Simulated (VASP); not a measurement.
# CdS (Fm-3m) in VASP: single point with r2SCAN+rVV10

Aim: the single point of CdS with r2SCAN+rVV10.

Everything below comes from runs of VASP 6.6.1. Logs are shortened: lines on timing, memory, paths and dates and some standing lists are left out, and cuts for length are marked.

### 1 The cell of the first run

It takes space group Fm-3m (No. 225, cubic). The conventional cell has a = 5.429 Å, b = 5.429 Å, c = 5.429 Å, α = 90.00°, β = 90.00°, γ = 90.00°. Within 3.6 Å of Cd (site symmetry m-3m) lie 6 S at 2.71 Å. Within 3.6 Å of S (site symmetry m-3m) lie 6 Cd at 2.71 Å.

### 2 Single point, r2SCAN+rVV10

Contents of POSCAR:

```
CdS
1.0
    0.0000000000      2.7142662122      2.7142662122
    2.7142662122      0.0000000000      2.7142662122
    2.7142662122      2.7142662122      0.0000000000
Cd S
1 1
Direct
    0.0000000000      0.0000000000      0.0000000000
    0.5000000000      0.5000000000      0.5000000000
```

Contents of INCAR.step1:

```
SYSTEM = CdS
PREC = Accurate
ENCUT = 520
ISMEAR = -1
SIGMA = 0.03
LREAL = .False.
LASPH = .True.
NELM = 60
NBANDS = 16
GGA = PE
ALGO = Normal
EDIFF = 1E-4
LWAVE = .True.
LCHARG = .False.
```

Contents of INCAR.step2:

```
SYSTEM = CdS
PREC = Accurate
ENCUT = 520
EDIFF = 1E-6
ISMEAR = -1
SIGMA = 0.03
LREAL = .False.
LASPH = .True.
NELM = 60
ALGO = Normal
ISIF = 2
LWAVE = .False.
LCHARG = .False.
METAGGA = R2SCAN
LMIXTAU = .True.
LUSE_VDW = .True.
IVDW_NL = 2
BPARAM = 11.95
CPARAM = 0.0093
NBANDS = 16
ISTART = 1
```

Contents of KPOINTS:

```
Automatic mesh
0
Gamma
  10 10 10
  0 0 0
```

Potentials or basis: VASP PAW PBE potentials, release 64 (Cd, S).

The run is started by

```sh
$ cat potpaw_PBE.64/Cd/POTCAR potpaw_PBE.64/S/POTCAR > POTCAR
$ cp INCAR.step1 INCAR
$ mpirun -np 1 vasp_std > vasp.out
$ cp INCAR.step2 INCAR
$ mpirun -np 1 vasp_std > vasp.out
```

OUTCAR:

```text
SYSTEM = CdS
   PREC = Accurate
   ENCUT = 520
   EDIFF = 1E-6
   ISMEAR = -1
   LREAL = .False.
   LASPH = .True.
   NELM = 60
   ISIF = 2
   METAGGA = R2SCAN
   IVDW_NL = 2
   BPARAM = 11.95
   ISTART = 1

 ion  position               nearest neighbor table
   1  0.000  0.000  0.000-   2 2.71   2 2.71   2 2.71   2 2.71   2 2.71   2 2.71
   2  0.500  0.500  0.500-   1 2.71   1 2.71   1 2.71   1 2.71   1 2.71   1 2.71

  LATTYP: Found a face centered cubic cell.
 ALAT       =     5.4285324244

  Lattice vectors:

 A1 = (   0.0000000000,   2.7142662122,   2.7142662122)
 A2 = (   2.7142662122,   0.0000000000,   2.7142662122)
 A3 = (   2.7142662122,   2.7142662122,   0.0000000000)

Analysis of symmetry for initial positions (statically):
=====================================================================
 Subroutine PRICEL returns:
 Original cell was already a primitive cell.

 Routine SETGRP: Setting up the symmetry group for a
 face centered cubic supercell.

 Subroutine GETGRP returns: Found 48 space group operations
 (whereof 48 operations were pure point group operations)
 out of a pool of 48 trial point group operations.

The static configuration has the point symmetry O_h .

Analysis of symmetry for dynamics (positions and initial velocities):
=====================================================================
 Subroutine PRICEL returns:
 Original cell was already a primitive cell.

 Routine SETGRP: Setting up the symmetry group for a
 face centered cubic supercell.

 Subroutine GETGRP returns: Found 48 space group operations
 (whereof 48 operations were pure point group operations)
 out of a pool of 48 trial point group operations.

The dynamic configuration has the point symmetry O_h .

 Subroutine INISYM returns: Found 48 space group operations
 (whereof 48 operations are pure point group operations),
 and found     1 'primitive' translations

----------------------------------------------------------------------------------------

                                     Primitive cell

  volume of cell :      39.9933

  direct lattice vectors                    reciprocal lattice vectors
     0.000000000  2.714266212  2.714266212    -0.184211850  0.184211850  0.184211850
     2.714266212  0.000000000  2.714266212     0.184211850 -0.184211850  0.184211850
[... 78 lines left out ...]
   ICHARG =      0    charge: 1-file 2-atom 10-const
   ISPIN  =      1    spin polarized calculation?
   LNONCOLLINEAR =      F non collinear calculations
   LSORBIT =      F    spin-orbit coupling
   LASPH  =      T    aspherical Exc in radial PAW
   ENCUT  =  520.0 eV  38.22 Ry    6.18 a.u.   7.14  7.14  7.14*2*pi/ulx,y,z
   NELM   =     60;   NELMIN=  2; NELMDL=  0     # of ELM steps
   EDIFF  = 0.1E-05   stopping-criterion for ELM
   LREAL  =      F    real-space projection
   EDIFFG = 0.1E-04   stopping-criterion for IOM
   NSW    =      0    number of steps for IOM
   IBRION =     -1    ionic relax: 0-MD 1-quasi-New 2-CG
   NFREE  =      0    steps in history (QN), initial steepest desc. (CG)
   ISIF   =      2    stress and relaxation
   ISYM   =      2    0-nonsym 1-usesym 2-fastsym
   POTIM  = 0.5000    time-step for ionic-motion
   TEBEG  =    0.0;   TEEND  =   0.0 temperature during run
   PSTRESS=    0.0 pullay stress
   NELECT =      18.0000    total number of electrons
   NUPDOWN=      -1.0000    fix difference up-down
   EMIN   =  10.00;   EMAX   =-10.00  energy-range for DOS
   EFERMI =   0.00;   METHOD = LEGACY
   ISMEAR =    -1;   SIGMA  =   0.03  broadening in eV -4-tet -1-fermi 0-gaus
   EFERMI_NEDOS =   21; number of points for ismear=-14 and -15
   IALGO  =     38    algorithm
   IMIX   =      4    mixing-type and parameters
     AMIX     =   0.40;   BMIX     =  1.00
     AMIX_MAG =   1.60;   BMIX_MAG =  1.00
  volume/ion in A,a.u.               =      20.00       134.94
  Fermi-wavevector in a.u.,A,eV,Ry     =   1.254594  2.370839 21.415655  1.574006
  Thomas-Fermi vector in A             =   2.388391
   LORBIT       =      0    0 simple, 1 ext, 2 COOP (PROOUT), +10 PAW based schemes
   METAGGA = R2SCAN    functional components
   LHFCALC =     F    Hartree Fock is set to
   AEXX    =    0.0000 exact exchange contribution
   IVDW_NL    =     2    kernel type
   BPARAM     =11.9500
   IVDW    =     0    specifies the selected vdW correction
   LEPSILON=     F    determine dielectric tensor
   LRPA    =     F    only Hartree local field effects (RPA)
 non-spin polarized calculation
  energy-cutoff  :      520.00
  volume of cell :       39.99
 maximum number of plane-waves:      1091
 NGX is ok and might be reduce to    30
   NGX = 15   NGY = 15   NGZ = 15

 number of electron      18.0000000 magnetization

 Free energy of the ion-electron system (eV)
  ---------------------------------------------------
  ext. energy  EPLUGINS =         0.00000000
  ---------------------------------------------------
  free energy    TOTEN  =       -29.03831794 eV

  energy without entropy =      -29.03831782  energy(sigma->0) =      -29.03831788

 E-fermi :   3.2811     XC(G=0): -11.1238

 val. band max:        2.8850334946   @ k =  -0.2000   0.2000   0.0000
 cond. band min:       3.5985268006   @ k =   0.5000   0.5000   0.0000
 fundamental gap:      0.7134933061
 Fermi energy:         3.2810752562

 k-point     1 :       0.0000    0.0000    0.0000
  band No.  band energies     occupation
      1     -10.5719      2.00000
      2      -4.9883      2.00000
      3      -4.9883      2.00000
      4      -4.9872      2.00000
      5      -4.9872      2.00000
      6      -4.9872      2.00000
[... 433 lines left out ...]
      3      -4.9525      2.00000
      4      -4.8818      2.00000
      5      -4.7633      2.00000
      6      -4.7168      2.00000
[... 8 lines left out ...]
     15      17.4868      0.00000
     16      19.0778      0.00000

 [... further k-points ...]
[... 5 lines left out ...]
  --------------------------------------------------------------------------------------
  -------------------------------------------------------------------------------------
  Total        0.1542541      0.1542541      0.1542541     -0.0000000      0.0000000     -0.0000000
  in kB        6.1795965      6.1795965      6.1795965     -0.0000000      0.0000000     -0.0000000
  external PRESSURE =       6.1795965 kB  Pullay stress =       0.0000000 kB

 VOLUME and BASIS-vectors are now :
 -----------------------------------------------------------------------------
  energy-cutoff  :      520.00
  volume of cell :       39.99
      direct lattice vectors                 reciprocal lattice vectors
     0.000000000  2.714266212  2.714266212    -0.184211850  0.184211850  0.184211850
     2.714266212  0.000000000  2.714266212     0.184211850 -0.184211850  0.184211850
     2.714266212  2.714266212  0.000000000     0.184211850  0.184211850 -0.184211850

 POSITION                                       TOTAL-FORCE (eV/Angst)
 -----------------------------------------------------------------------------------
      0.00000      0.00000      0.00000        -0.000000      0.000000      0.000000
      2.71427      2.71427      2.71427         0.000000     -0.000000     -0.000000
 -----------------------------------------------------------------------------------
    total drift:                               -0.000000      0.000000      0.000000

  FREE ENERGIE OF THE ION-ELECTRON SYSTEM (eV)
  ---------------------------------------------------
  free  energy   TOTEN  =       -29.0383179443 eV

  energy  without entropy=      -29.0383178246  energy(sigma->0) =      -29.03831788
```

Wall time 4.7 min (1 thread of AMD EPYC 7R13, shared host); peak memory 0.27 GiB.

Results:

```yaml
Free_energy: -29.0383 eV
Pressure: 0.6 GPa
Band_gap_on_the_k_mesh: 0.71 eV, indirect (least direct gap 2.43 eV)
```

Caveat: the PAW data sets were made with another functional, which shifts forces and pressure a little. r2SCAN opens gaps a little over a GGA but as a rule still falls short of measured ones.
